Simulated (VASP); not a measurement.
Wanted: the native input for a VASP 6.6.1 run.

| Quantity | Value |
| --- | --- |
| Task | single point |
| Functional | LDA |
| Potentials or basis | VASP PAW LDA potentials, release 64 (Se, Ca_sv) |
| Cutoff | 520 eV |
| k mesh | 8 × 8 × 8 |
| Occupations | fermi-dirac, width 0.05 eV |
| Spin | no spin polarisation |
| Dipole correction | no |
| Further INCAR settings | ALGO = Normal; EDIFF = 1e-06; NBANDS = 15 |

The structure of CaSe lies in POSCAR:

```
CaSe
1.0
    0.0000000000      2.8956565374      2.8956565374
    2.8956565374      0.0000000000      2.8956565374
    2.8956565374      2.8956565374      0.0000000000
Se Ca
1 1
Direct
    0.5000000000      0.5000000000      0.5000000000
    0.0000000000      0.0000000000      0.0000000000
```

This cell differs from its parent crystal: volume scaled by 0.94.

One way to write it, as run:

INCAR

```
PREC = Accurate ; ENCUT = 520
EDIFF = 1E-6 ; ISMEAR = -1
SIGMA = 0.05 ; LREAL = False
LASPH = True ; NELM = 60
ALGO = Normal ; ISIF = 2
LWAVE = False ; LCHARG = False
NBANDS = 15
```

KPOINTS

```
Automatic mesh
0
Gamma
  8 8 8
```

Potentials or basis: VASP PAW LDA potentials, release 64 (Se, Ca_sv).

Run with:

```bash
$ cat potpaw_LDA.64/Se/POTCAR potpaw_LDA.64/Ca_sv/POTCAR > POTCAR
$ mpirun -np 1 vasp_std > vasp.out
```

It gave:

```
Pressure               : 0.3 GPa
Band gap on the k mesh : 1.70 eV, indirect (least direct gap 2.70 eV)
```

Wall time 21 s on 1 thread of AMD EPYC 7R13 Processor (Zen 3), with other jobs on the host, peak memory 0.13 GiB.
